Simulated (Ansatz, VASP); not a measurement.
**InP: VASP beside Ansatz**

Contents of INCAR:

```
SYSTEM = InP
PREC     = Accurate       ! precision mode
ENCUT    = 520            ! plane-wave cutoff, eV
EDIFF    = 1E-6           ! SCF threshold, eV
ISMEAR   = -1             ! smearing method
SIGMA    = 0.03           ! smearing width, eV
LREAL    = .False.        ! projectors in reciprocal space
LASPH    = .True.         ! aspherical terms in the spheres
NELM     = 150            ! most SCF steps
ALGO     = Normal         ! electronic algorithm
ISIF     = 2              ! what is computed and relaxed
LWAVE    = .False.        ! write WAVECAR
LCHARG   = .False.        ! write CHGCAR
MAGMOM   = 0 0 0 0 0 0    ! initial moments
LORBIT   = 11             ! projections on sites
LSORBIT  = .True.         ! spin-orbit coupling
GGA_COMPAT= .False.      
LORBMOM  = .True.       
GGA      = PE             ! functional
NBANDS   = 30             ! bands
```

Contents of KPOINTS:

```
Automatic mesh
0
Gamma
  11 11 11
  0 0 0
```

File POSCAR:

```
InP
1.0
    0.0000000000      2.9305000000      2.9305000000
    2.9305000000      0.0000000000      2.9305000000
    2.9305000000      2.9305000000      0.0000000000
In P
1 1
Direct
    0.0000000000      0.0000000000      0.0000000000
    0.7500000000      0.7500000000      0.7500000000
```

Input for Ansatz:

```yaml
crystal:
  lattice:
    - [0.0, 2.9305, 2.9305]
    - [2.9305, 0.0, 2.9305]
    - [2.9305, 2.9305, 0.0]
  atoms:
    - { symbol: In, position: [0.0, 0.0, 0.0] }
    - { symbol: P, position: [0.75, 0.75, 0.75] }
kpoints:
  mp_grid: { grid: [11, 11, 11] }
  band_path:
    path:
      - [0.0, 0.0, 0.0]
      - [-0.5, -0.5, 0.0]
      - [-0.375, -0.375, 0.25]
      - [-0.375, 0.0, 0.375]
      - [0.0, 0.0, 0.0]
      - [0.0, 0.0, 0.5]
      - [-0.5, -0.25, 0.25]
      - [-0.5, -0.5, 0.0]
    npoints: 5
scf:
  occupations: { method: fermi_dirac, width: 0.03 }
hamiltonian:
  xc: pbe
  pseudopotentials: { kind: all_electron, lapw: { basis_error: 0.00025 } }
output:
  forces: true
  stress: true
  eigenvalues: true
magnetization:
  noncollinear: true
  spin_orbit: true
```

Alike in both runs: task single point; functional PBE; k mesh 11 × 11 × 11; occupations fermi-dirac, width 0.03 eV; non-collinear spin, spin-orbit coupling.

|  | VASP | Ansatz |
| --- | --- | --- |
| version | VASP 6.6.1 | Ansatz 0.2.0 |
| potentials or method | VASP PAW PBE potentials, release 64 (In_d, P), cutoff 520 eV | all-electron LAPW |

Ansatz gave:

* pressure (GPa): 3.3
* net moment per atom (μB): 0.00

Estimate VASP's values.

pressure (GPa): 3.2; net moment per atom (μB): 0.00.

Ansatz ran all-electron here, and VASP with PAW potentials.
